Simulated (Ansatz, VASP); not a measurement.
## Two plane-wave programs on RbSi2

```
CELL_PARAMETERS angstrom
4.96811 0.00000 0.00000
0.00000 4.96811 0.00000
0.00000 0.00000 4.51953
ATOMIC_POSITIONS crystal
Rb 0.00000 0.00000 0.00000
Si 0.50000 0.50000 0.75134
Si 0.50000 0.50000 0.24866
```

Alike in both runs: functional PBE; dispersion D3(BJ); k mesh 12 × 12 × 8; occupations gaussian, width 0.1 eV; no spin polarisation.

Ansatz relaxed the structure, and its values are those at the end. VASP's run is a single point on that final structure, the one shown.

```csv
,VASP,Ansatz
version,VASP 6.6.1,Ansatz 0.2.0
potentials or method,"VASP PAW PBE potentials, release 64 (Rb_sv, Si), cutoff 520 eV","scalar-relativistic, plane waves, PAW"
valence electrons in the cell,17,17
```

```tsv
	VASP	Ansatz	Ansatz less VASP
gap on the k mesh at the Fermi level (eV)	none	none	-
pressure (GPa)	0.0	0.0	0.00
```

A gap of «none» marks a metal or a gap that the smearing closes.
